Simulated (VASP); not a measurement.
A run of VASP 6.6.1 is set up as follows.

The input INCAR:

```
SYSTEM = Mg4Se
ALGO = Normal ; EDIFF = 1E-6
EDIFFG = -0.01 ; ENCUT = 600
GGA = PE ; IBRION = 2
ISIF = 3 ; ISMEAR = 0
LASPH = .True. ; LCHARG = .False.
LREAL = .False. ; LWAVE = .False.
NELM = 60 ; NSW = 100
PREC = Accurate ; SIGMA = 0.1
```

The input KPOINTS:

```
k-points
0
Gamma
  8 8 8
  0 0 0
```

File POSCAR:

```
Mg4Se
1.0
    5.1128786345      0.0000000000      0.0000000000
    0.0000000000      5.1128786345      0.0000000000
    0.0000000000      0.0000000000      5.1128786345
Mg Se
4 1
Direct
    0.2901211561      0.2901211561      0.2901211561
    0.7098788439      0.7098788439      0.2901211561
    0.2901211561      0.7098788439      0.7098788439
    0.7098788439      0.2901211561      0.7098788439
    0.0000000000      0.0000000000      0.0000000000
```

Potentials or basis: VASP PAW PBE potentials, release 64 (Mg, Se).

The run is started by

```bash
$ cat potpaw_PBE.64/Mg/POTCAR potpaw_PBE.64/Se/POTCAR > POTCAR
$ mpirun -np 1 vasp_std > vasp.out
```

(1) What does it give for the relaxed volume?

(2) What does it give for the space group after relaxing (to 0.1 Å)?

(3) What does it give for the band gap on the k mesh?

Answers

(1) 26.58 Å³/atom.

(2) P-43m (No. 215).

(3) zero (bands 7 and 8 overlap by 2.62 eV).
